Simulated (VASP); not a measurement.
# InSe (C2/m) in VASP: notebook

Aim: see how the results for InSe move with the level of theory and the settings. Levels: PBE+D4, r2SCAN+D4. Tasks: relaxation of shape and atoms at fixed volume.

All numbers are computed with VASP 6.6.1; they aren't measurements. Logs are shortened: lines on timing, memory, paths and dates and some standing lists are left out, and cuts for length are marked.

### 1 The cell of the first run

It takes space group C2/m (No. 12, monoclinic). The conventional cell has a = 11.890 Å, b = 4.137 Å, c = 4.501 Å, α = 90.00°, β = 110.81°, γ = 90.00°. In (site symmetry m) has 5 Se at 2.69 to 3.49 Å and 1 In at 2.81 Å within 3.5 Å. Se (site symmetry m) has 5 In at 2.69 to 3.49 Å and 3 Se at 3.41 to 3.60 Å within 3.7 Å.

### 2 Relaxation of shape and atoms at fixed volume, PBE+D4 (25.87 Å³/atom)

File INCAR:

```
SYSTEM = InSe
ALGO = Normal
EDIFF = 1E-6
EDIFFG = -0.01
ENCUT = 600
GGA = PE
IBRION = 2
ISIF = 4
ISMEAR = 0
IVDW = 13
LASPH = .TRUE.
LCHARG = .FALSE.
LREAL = .FALSE.
LWAVE = .FALSE.
NELM = 80
NSW = 60
PREC = Accurate
SIGMA = 0.05
```

File KPOINTS:

```
k-points
0
G
  6 6 6
  0 0 0
```

File POSCAR:

```
InSe
1.0
    5.9450981820     -2.0687236452      0.0148052342
    5.9450981820      2.0687236452      0.0148052342
   -1.6096821642      0.0000000000      4.2034391841
In Se
2 2
Direct
    0.8851470201      0.8851470201      0.0212855059
    0.1148529799      0.1148529799      0.9787144941
    0.6531119166      0.6531119166      0.6325101556
    0.3468880834      0.3468880834      0.3674898444
```

Potentials or basis: VASP PAW PBE potentials, release 64 (In_d, Se).

Launch:

```bash
$ cat potpaw_PBE.64/In_d/POTCAR potpaw_PBE.64/Se/POTCAR > POTCAR
$ mpirun -np 1 vasp_std > vasp.out
```

OUTCAR:

```text
SYSTEM = InSe
   EDIFF = 1E-6
   EDIFFG = -0.01
   ENCUT = 600
   GGA = PE
   IBRION = 2
   ISIF = 4
   ISMEAR = 0
   IVDW = 13
   LASPH = .TRUE.
   LREAL = .FALSE.
   NELM = 80
   NSW = 60
   PREC = Accurate

 ion  position               nearest neighbor table
   1  0.885  0.885  0.021-   3 2.69   4 2.72   4 2.72   2 2.81   2 3.77   2 3.77
   2  0.115  0.115  0.979-   4 2.69   3 2.72   3 2.72   1 2.81   1 3.77   1 3.77
   3  0.653  0.653  0.633-   1 2.69   2 2.72   2 2.72
   4  0.347  0.347  0.367-   2 2.69   1 2.72   1 2.72

  LATTYP: Found a base centered monoclinic cell.
 ALAT       =    11.8902332338
 B/A-ratio  =     0.3479702382
 C/A-ratio  =     0.3785551050
 COS(beta)  =    -0.3552923182

  Lattice vectors:

 A1 = (   5.9450981820,  -2.0687236452,   0.0148052342)
 A2 = (   5.9450981820,   2.0687236452,   0.0148052342)
 A3 = (  -1.6096821642,   0.0000000000,   4.2034391841)

Analysis of symmetry for initial positions (statically):
=====================================================================
 Subroutine PRICEL returns:
 Original cell was already a primitive cell.

 Routine SETGRP: Setting up the symmetry group for a
 base centered monoclinic supercell.

 Subroutine GETGRP returns: Found  4 space group operations
 (whereof  4 operations were pure point group operations)
 out of a pool of  4 trial point group operations.

The static configuration has the point symmetry C_2h.

Analysis of symmetry for dynamics (positions and initial velocities):
=====================================================================
 Subroutine PRICEL returns:
 Original cell was already a primitive cell.

 Routine SETGRP: Setting up the symmetry group for a
 base centered monoclinic supercell.

 Subroutine GETGRP returns: Found  4 space group operations
 (whereof  4 operations were pure point group operations)
 out of a pool of  4 trial point group operations.

The dynamic configuration has the point symmetry C_2h.

 Subroutine INISYM returns: Found  4 space group operations
 (whereof  4 operations are pure point group operations),
 and found     1 'primitive' translations

----------------------------------------------------------------------------------------

                                     Primitive cell

  volume of cell :     103.4928

  direct lattice vectors                    reciprocal lattice vectors
     5.945098182 -2.068723645  0.014805234     0.084022772 -0.241694922  0.032176023
     5.945098182  2.068723645  0.014805234     0.084022772  0.241694922  0.032176023
    -1.609682164  0.000000000  4.203439184    -0.000591885  0.000000000  0.237673774

  length of vectors
     6.294762038  6.294762038  4.501108491     0.257898348  0.257898348  0.237674511

  position of ions in fractional coordinates (direct lattice)
     0.885147020  0.885147020  0.021285506
     0.114852980  0.114852980  0.978714494
     0.653111917  0.653111917  0.632510156
     0.346888083  0.346888083  0.367489844

  ion indices of the primitive-cell ions
   primitive index   ion index
                 1           1
                 2           2
                 3           3
                 4           4

----------------------------------------------------------------------------------------

 KPOINTS: k-points

Automatic generation of k-mesh.
 Grid dimensions read from file:
 generate k-points for:    6    6    6

 Generating k-lattice:

  Cartesian coordinates                     Fractional coordinates (reciprocal lattice)
     0.014003795 -0.040282487  0.005362671     0.166666667 -0.000000000 -0.000000000
     0.014003795  0.040282487  0.005362671    -0.000000000  0.166666667 -0.000000000
    -0.000098648  0.000000000  0.039612296     0.000000000  0.000000000  0.166666667

  Length of vectors
     0.042983058  0.042983058  0.039612418

  Shift w.r.t. Gamma in fractional coordinates (k-lattice)
     0.000000000  0.000000000  0.000000000

 Subroutine IBZKPT returns following result:
 ===========================================

 Found     68 irreducible k-points:

 Following reciprocal coordinates:
            Coordinates               Weight
  0.000000  0.000000  0.000000      1.000000
  0.166667  0.000000  0.000000      4.000000
  0.333333  0.000000  0.000000      4.000000
  0.500000  0.000000  0.000000      2.000000
  0.166667  0.166667  0.000000      2.000000
  0.333333  0.166667  0.000000      4.000000
[... 16 lines left out ...]
 -0.333333  0.166667  0.166667      4.000000
 -0.166667  0.166667  0.166667      4.000000
 [... further k-points ...]
   k-points           NKPTS =     68   k-points in BZ     NKDIM =     68   number of bands    NBANDS=     23
   number of dos      NEDOS =    301   number of ions     NIONS =      4
   total plane-waves  NPLWV =  90000
   dimension x,y,z NGX =    50 NGY =   50 NGZ =   36
   dimension x,y,z NGXF=   100 NGYF=  100 NGZF=   72
   ions per type =               2   2
   NGX,Y,Z   is equivalent  to a cutoff of  13.21, 13.21, 13.30 a.u.
   NGXF,Y,Z  is equivalent  to a cutoff of  26.41, 26.41, 26.59 a.u.
 SYSTEM =  InSe
   PREC   = accura    normal or accurate (medium, high low for compatibility)
   ISTART =      0    job   : 0-new  1-cont  2-samecut
   ICHARG =      2    charge: 1-file 2-atom 10-const
   ISPIN  =      1    spin polarized calculation?
   LNONCOLLINEAR =      F non collinear calculations
   LSORBIT =      F    spin-orbit coupling
   LASPH  =      T    aspherical Exc in radial PAW
   ENCUT  =  600.0 eV  44.10 Ry    6.64 a.u.  12.57 12.57  8.99*2*pi/ulx,y,z
   NELM   =     80;   NELMIN=  2; NELMDL= -5     # of ELM steps
   EDIFF  = 0.1E-05   stopping-criterion for ELM
   LREAL  =      F    real-space projection
   EDIFFG = -.1E-01   stopping-criterion for IOM
   NSW    =     60    number of steps for IOM
   IBRION =      2    ionic relax: 0-MD 1-quasi-New 2-CG
   NFREE  =      1    steps in history (QN), initial steepest desc. (CG)
   ISIF   =      4    stress and relaxation
   ISYM   =      2    0-nonsym 1-usesym 2-fastsym
   POTIM  = 0.5000    time-step for ionic-motion
   TEBEG  =    0.0;   TEEND  =   0.0 temperature during run
   PSTRESS=    0.0 pullay stress
   NELECT =      38.0000    total number of electrons
   NUPDOWN=      -1.0000    fix difference up-down
   EMIN   =  10.00;   EMAX   =-10.00  energy-range for DOS
   EFERMI =   0.00;   METHOD = LEGACY
   ISMEAR =     0;   SIGMA  =   0.05  broadening in eV -4-tet -1-fermi 0-gaus
   EFERMI_NEDOS =   21; number of points for ismear=-14 and -15
   IALGO  =     38    algorithm
   IMIX   =      4    mixing-type and parameters
     AMIX     =   0.40;   BMIX     =  1.00
     AMIX_MAG =   1.60;   BMIX_MAG =  1.00
  volume/ion in A,a.u.               =      25.87       174.60
  Fermi-wavevector in a.u.,A,eV,Ry     =   1.172283  2.215294 18.697784  1.374248
  Thomas-Fermi vector in A             =   2.308714
   LORBIT       =      0    0 simple, 1 ext, 2 COOP (PROOUT), +10 PAW based schemes
   GGA     = PE    functional components
   LHFCALC =     F    Hartree Fock is set to
   AEXX    =    0.0000 exact exchange contribution
   IVDW    =    13    specifies the selected vdW correction
   LEPSILON=     F    determine dielectric tensor
   LRPA    =     F    only Hartree local field effects (RPA)
 conjugate gradient relaxation of ions
 non-spin polarized calculation
 Gauss-broadening in eV      SIGMA  =   0.05
  energy-cutoff  :      600.00
  volume of cell :      103.49
 maximum number of plane-waves:      3476
   NGX = 25   NGY = 25   NGZ = 17

--------------------------------------- Ionic step        1  -------------------------------------------

 number of electron      38.0000003 magnetization

 Free energy of the ion-electron system (eV)
  ---------------------------------------------------
  ext. energy  EPLUGINS =         0.00000000
  ---------------------------------------------------
  free energy    TOTEN  =       -13.98566253 eV

  energy without entropy =      -13.98566253  energy(sigma->0) =      -13.98566253

------------------------ aborting loop because EDIFF is reached ----------------------------------------

  DFT-D4 for vdW energy calculation

  Edisp (eV):   -1.48363

  FORCE on cell =-STRESS in cart. coord.  units (eV):
  Direction    XX          YY          ZZ          XY          YZ          ZX
  --------------------------------------------------------------------------------------
  -------------------------------------------------------------------------------------
  Total      -0.01867     0.01476    -0.03222     0.00000     0.00000    -0.00960
  in kB      -0.28901     0.22851    -0.49883     0.00000     0.00000    -0.14860
  external pressure =       -0.19 kB  Pullay stress =        0.00 kB
[... 65 lines left out ...]
  energy  without entropy=      -15.4693287263  energy(sigma->0) =      -15.46932873

--------------------------------------- Ionic step        3  -------------------------------------------

 number of electron      38.0000003 magnetization

 Free energy of the ion-electron system (eV)
  ---------------------------------------------------
  ext. energy  EPLUGINS =         0.00000000
  ---------------------------------------------------
  free energy    TOTEN  =       -13.98572763 eV

  energy without entropy =      -13.98572763  energy(sigma->0) =      -13.98572763

 E-fermi :   5.2454     XC(G=0):  -9.6364

 val. band max:        5.0360595465   @ k =  -0.3333  -0.3333   0.3333
 cond. band min:       5.7548328626   @ k =   0.3333   0.3333   0.0000
 fundamental gap:      0.7187733161
 Fermi energy:         5.2453595352

 k-point     1 :       0.0000    0.0000    0.0000
  band No.  band energies     occupation
      1      -9.6104      2.00000
      2      -9.5333      2.00000
      3      -9.3113      2.00000
      4      -9.3044      2.00000
      5      -9.2718      2.00000
      6      -9.2677      2.00000
[... 613 lines left out ...]
     22       8.7906      0.00000
     23       9.2845      0.00000

 [... further k-points ...]

------------------------ aborting loop because EDIFF is reached ----------------------------------------

  DFT-D4 for vdW energy calculation

  Edisp (eV):   -1.48361

  FORCE on cell =-STRESS in cart. coord.  units (eV):
  Direction    XX          YY          ZZ          XY          YZ          ZX
  --------------------------------------------------------------------------------------
  -------------------------------------------------------------------------------------
  Total      -0.00932    -0.00558    -0.00415     0.00000     0.00000     0.02411
  in kB      -0.14426    -0.08633    -0.06425     0.00000     0.00000     0.37323
  external pressure =       -0.10 kB  Pullay stress =        0.00 kB
[... 19 lines left out ...]
  FREE ENERGIE OF THE ION-ELECTRON SYSTEM (eV)
  ---------------------------------------------------
  free  energy   TOTEN  =       -15.4693361825 eV

  energy  without entropy=      -15.4693361825  energy(sigma->0) =      -15.46933618

 reached required accuracy - stopping structural energy minimisation
```

Run time: 6.7 min. Hardware: 1 thread of AMD EPYC 7R13 (Zen 3), shared host; peak memory 0.38 GiB.

Results:

```
Free energy                  : -15.4693 eV
Energy gained by relaxing    : 0.0 meV/atom
Ionic steps                  : 3
Pressure after relaxing      : 0.0 GPa
Largest force after relaxing : 0.008 eV/Å
Band gap on the k mesh       : 0.72 eV (least direct gap 1.07 eV)
Dispersion energy per atom   : -0.371 eV
```

Forces in eV/Å, atoms in the order of the input:
```
In   0.007  0.000 -0.001
In  -0.007  0.000  0.001
Se  -0.006  0.000  0.005
Se   0.006  0.000 -0.005
```

Final structure:
```
In Se
1.0
     5.94431   -2.06982    0.01367
     5.94431    2.06982    0.01367
    -1.61027    0.00000    4.20206
In Se
2 2
Direct
  0.88511 0.88511 0.02121
  0.11489 0.11489 0.97879
  0.65317 0.65317 0.63288
  0.34683 0.34683 0.36712
```

Levels at points of the mesh, in eV from the valence-band top:
```
           k point  band 16  band 17  band 18  band 19  band 20  band 21  band 22  band 23
(0.00, 0.00, 0.00)    -2.61    -2.38    -1.85    -1.56     2.47     3.57     4.07     5.01
(0.50, 0.00, 0.00)    -2.02    -1.58    -1.52    -0.98     1.63     2.45     3.21     3.43
(0.50, 0.50, 0.00)    -2.53    -1.22    -0.95    -0.47     0.88     2.55     2.87     4.64
(0.00, 0.00, 0.50)    -1.83    -1.75    -1.25    -0.21     0.86     2.44     3.33     3.36
(0.50, 0.00, 0.50)    -3.42    -2.75    -2.47    -1.98     1.90     3.15     4.34     4.38
(0.50, 0.50, 0.50)    -1.58    -1.57    -1.31    -0.33     1.97     2.98     3.01     3.75
```

Caveat: semilocal functionals underestimate gaps, and a narrow one can read as zero; spin-orbit coupling is left out, which moves the levels of the heavy elements. A k mesh can miss the band edges.

### 3 Relaxation of shape and atoms at fixed volume, PBE+D4

This run uses another cell than the first one, of 26.07 Å³/atom.

File INCAR:

```
SYSTEM = InSe
  ALGO = Normal
  EDIFF = 1E-6
  EDIFFG = -0.02
  ENCUT = 600
  GGA = PE
  IBRION = 2
  ISIF = 4
  ISMEAR = 0
  IVDW = 13
  LASPH = .True.
  LCHARG = .False.
  LREAL = .False.
  LWAVE = .False.
  NELM = 60
  NSW = 60
  PREC = Accurate
  SIGMA = 0.05
```

File KPOINTS:

```
k-points
0
Gamma
  6 6 6
  0 0 0
```

File POSCAR:

```
InSe
1.0
    5.9383062682     -2.0710758696      0.0064146278
    5.9383062682      2.0710758696      0.0064146278
   -1.6138791200      0.0000000000      4.2374911276
In Se
2 2
Direct
    0.8851172357      0.8851172357      0.0230297324
    0.1148827643      0.1148827643      0.9769702676
    0.6533965309      0.6533965309      0.6350909985
    0.3466034691      0.3466034691      0.3649090015
```

Potentials or basis: VASP PAW PBE potentials, release 64 (In_d, Se).

Launch:

```bash
$ cat potpaw_PBE.64/In_d/POTCAR potpaw_PBE.64/Se/POTCAR > POTCAR
$ mpirun -np 1 vasp_std > vasp.out
```

Run time: 6.1 min. Hardware: 1 thread of AMD EPYC 7R13 (Zen 3), shared host; peak memory 0.38 GiB.

It converged, with:

```yaml
Free_energy: -15.4688 eV
Energy_gained_by_relaxing: 0.0 meV/atom
Ionic_steps: 2
Pressure_after_relaxing: -0.2 GPa
Largest_force_after_relaxing: 0.011 eV/Å
Band_gap_on_the_k_mesh: 0.74 eV (least direct gap 1.07 eV)
Dispersion_energy_per_atom: -0.368 eV
```

Forces in eV/Å, atoms in the order of the input:
```
In   0.002  0.000 -0.003
In  -0.002  0.000  0.003
Se   0.011  0.000  0.002
Se  -0.011  0.000 -0.002
```

Final structure:
```
In Se
1.0
     5.93767   -2.07125    0.00846
     5.93767    2.07125    0.00846
    -1.61225    0.00000    4.23704
In Se
2 2
Cartesian
  10.4754 0.0000 0.1124
  -0.2123 0.0000 4.1416
  6.7358 0.0000 2.7015
  3.5273 0.0000 1.5524
```

Levels at points of the mesh, in eV from the valence-band top:
| k point | band 17 | band 18 | band 19 | band 20 | band 21 | band 22 |
| --- | --- | --- | --- | --- | --- | --- |
| (0.00, 0.00, 0.00) | -2.35 | -1.82 | -1.53 | 2.49 | 3.53 | 4.03 |
| (0.50, 0.00, 0.00) | -1.60 | -1.49 | -1.02 | 1.63 | 2.43 | 3.22 |
| (0.50, 0.50, 0.00) | -1.22 | -0.93 | -0.45 | 0.92 | 2.60 | 2.84 |
| (0.00, 0.00, 0.50) | -1.73 | -1.24 | -0.21 | 0.86 | 2.41 | 3.35 |
| (0.50, 0.00, 0.50) | -2.70 | -2.46 | -1.92 | 1.94 | 3.17 | 4.34 |
| (0.50, 0.50, 0.50) | -1.57 | -1.25 | -0.35 | 1.98 | 2.99 | 3.03 |

Caveat: semilocal functionals underestimate gaps, and a narrow one can read as zero; spin-orbit coupling is left out, which moves the levels of the heavy elements. A k mesh can miss the band edges.

### 4 Relaxation of shape and atoms at fixed volume, PBE+D4 (26.39 Å³/atom)

This run uses another cell than the first one, of 26.39 Å³/atom.

File INCAR:

```
ALGO = Normal ; EDIFF = 1E-6
EDIFFG = -0.01 ; ENCUT = 600
GGA = PE ; IBRION = 2
ISIF = 4 ; ISMEAR = 0
IVDW = 13 ; LASPH = True
LCHARG = False ; LREAL = False
LWAVE = False ; NELM = 80
NSW = 60 ; PREC = Accurate
SIGMA = 0.05
```

File KPOINTS:

```
k-points
0
Gamma
  6 6 6
```

File POSCAR:

```
InSe
1.0
    5.9828825522     -2.0830702986      0.0180341802
    5.9828825522      2.0830702986      0.0180341802
   -1.6176963363      0.0000000000      4.2302466656
In Se
2 2
Direct
    0.8850047712      0.8850047712      0.0205581873
    0.1149952288      0.1149952288      0.9794418127
    0.6531451187      0.6531451187      0.6336450686
    0.3468548813      0.3468548813      0.3663549314
```

Launch:

```bash
$ cat potpaw_PBE.64/In_d/POTCAR potpaw_PBE.64/Se/POTCAR > POTCAR
$ mpirun -np 1 vasp_std > vasp.out
```

It took 17 min on 1 thread of Intel Xeon Platinum 8488C (Sapphire Rapids), shared host; peak memory 0.45 GiB.

Results (log left out):

- Free energy: -15.4663 eV
- Energy gained by relaxing: 0.9 meV/atom
- Ionic steps: 13
- Pressure after relaxing: -0.5 GPa
- Largest force after relaxing: 0.007 eV/Å
- Band gap on the k mesh: 0.79 eV (least direct gap 1.09 eV)
- Dispersion energy per atom: -0.364 eV

Forces in eV/Å, atoms in the order of the input:
```
In  -0.003  0.000  0.006
In   0.003  0.000 -0.006
Se   0.006  0.000  0.002
Se  -0.006  0.000 -0.002
```

Step by step:
```tsv
step	energy change (eV)	largest force (eV/Å)	pressure (GPa)	volume (Å³)
1	0.0000	0.1067	-1.04	105.56
2	-0.0013	0.0648	-0.92	105.56
3	-0.0018	0.0595	-0.75	105.56
4	-0.0027	0.0356	-0.64	105.56
5	-0.0029	0.0167	-0.56	105.56
6	-0.0031	0.0120	-0.55	105.56
7	-0.0032	0.0292	-0.54	105.56
8	-0.0033	0.0135	-0.51	105.56
9	-0.0033	0.0142	-0.51	105.56
10	-0.0034	0.0124	-0.50	105.56
11	-0.0035	0.0200	-0.45	105.56
12	-0.0035	0.0199	-0.48	105.56
13	-0.0035	0.0069	-0.47	105.56
```

Final structure:
```xyz
4
Lattice="5.9349 -2.0740 0.0049 5.9349 2.0740 0.0049 -1.6142 0.0000 4.2868" Properties=species:S:1:pos:R:3 pbc="T T T"
In   10.4689    0.0000    0.1172
In   -0.2134    0.0000    4.1793
Se    6.7356    0.0000    2.7417
Se    3.5200    0.0000    1.5548
```

Levels at points of the mesh, in eV from the valence-band top:
| k point | band 15 | band 16 | band 17 | band 18 | band 19 | band 20 | band 21 | band 22 | band 23 |
| --- | --- | --- | --- | --- | --- | --- | --- | --- | --- |
| (0.00, 0.00, 0.00) | -3.66 | -2.53 | -2.31 | -1.78 | -1.48 | 2.51 | 3.47 | 3.99 | 4.96 |
| (0.50, 0.00, 0.00) | -2.41 | -2.03 | -1.61 | -1.46 | -1.07 | 1.64 | 2.41 | 3.26 | 3.47 |
| (0.50, 0.50, 0.00) | -2.76 | -2.48 | -1.21 | -0.89 | -0.40 | 0.96 | 2.67 | 2.83 | 4.50 |
| (0.00, 0.00, 0.50) | -1.99 | -1.82 | -1.69 | -1.22 | -0.22 | 0.87 | 2.36 | 3.35 | 3.40 |
| (0.50, 0.00, 0.50) | -3.85 | -3.32 | -2.63 | -2.42 | -1.83 | 1.98 | 3.19 | 4.27 | 4.39 |
| (0.50, 0.50, 0.50) | -2.51 | -1.59 | -1.54 | -1.18 | -0.38 | 2.01 | 2.99 | 3.04 | 3.90 |

Caveat: semilocal functionals underestimate gaps, and a narrow one can read as zero; spin-orbit coupling is left out, which moves the levels of the heavy elements.

[end of part 1 of 2]
